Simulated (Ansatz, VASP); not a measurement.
**One calculation of GaN, two programs**

```
CELL_PARAMETERS angstrom
0.00000 2.28316 2.28316
2.28316 0.00000 2.28316
2.28316 2.28316 0.00000
ATOMIC_POSITIONS crystal
Ga 0.00000 0.00000 0.00000
N 0.25000 0.25000 0.25000
```

Alike in both runs: task single point; functional BLYP; dispersion D4; k mesh 10 × 10 × 10; occupations fermi-dirac, width 0.05 eV; no spin polarisation.

|  | VASP | Ansatz |
| --- | --- | --- |
| version | VASP 6.6.1 | Ansatz 0.2.0 |
| potentials or method | VASP PAW PBE potentials, release 64 (Ga_d, N) | Ansatz PAW |
| plane-wave cutoff (eV) | 520 | 420 |
| valence electrons in the cell | 18 | 18 |

VASP gave:

| Quantity | Value |
| --- | --- |
| gap on the k mesh at the Fermi level (eV) | 1.55 |
| least direct gap on the mesh (eV) | 1.55 |
| pressure (GPa) | -6.1 |

Q: What did Ansatz give for the same quantities?

A: gap on the k mesh at the Fermi level (eV): 1.56; least direct gap on the mesh (eV): 1.56; pressure (GPa): -7.3.

VASP's potentials were made for PBE, not for BLYP.
